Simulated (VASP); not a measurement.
Crystal: MgO.

```
Mg O
1.0
     0.00000    2.09700    2.09700
     2.09700    0.00000    2.09700
     2.09700    2.09700    0.00000
Mg O
1 1
Direct
  0.00000 0.00000 0.00000
  0.50000 0.50000 0.50000
```

| Quantity | Value |
| --- | --- |
| Program | VASP 6.6.1 |
| Task | relaxation of cell and atoms |
| Functional | RPBE |
| Dispersion | D3(BJ) |
| Potentials or basis | VASP PAW PBE potentials, release 64 (Mg, O) |
| Cutoff | 600 eV |
| k mesh | 11 × 11 × 11 |
| Occupations | fermi-dirac, width 0.05 eV |
| Spin | no spin polarisation |

At the start: pressure -15.9 GPa; volume 9.22 Å³/atom.

Q: Where does the relaxation end?

A: Over 3 steps the energy falls by 43.2 meV/atom and the volume is 8.42 Å³/atom (-8.7 %); space group Fm-3m (No. 225, to 0.05 Å).

The path:
```csv
step,energy change (eV),largest force (eV/Å),pressure (GPa),volume (Å³)
1,0.0000,0.0000,-15.89,18.44
2,-0.0641,0.0000,10.20,16.11
3,-0.0863,0.0000,-0.01,16.84
```

Final structure:
```yaml
crystal:
  lattice:
    - [0.00000, 2.03423, 2.03423]
    - [2.03423, 0.00000, 2.03423]
    - [2.03423, 2.03423, 0.00000]
  atoms:
    - { symbol: Mg, position: [0.00000, 0.00000, 0.00000] }
    - { symbol: O, position: [0.50000, 0.50000, 0.50000] }
```

Caveat: the PAW data sets were made with another functional, which shifts forces and pressure a little.
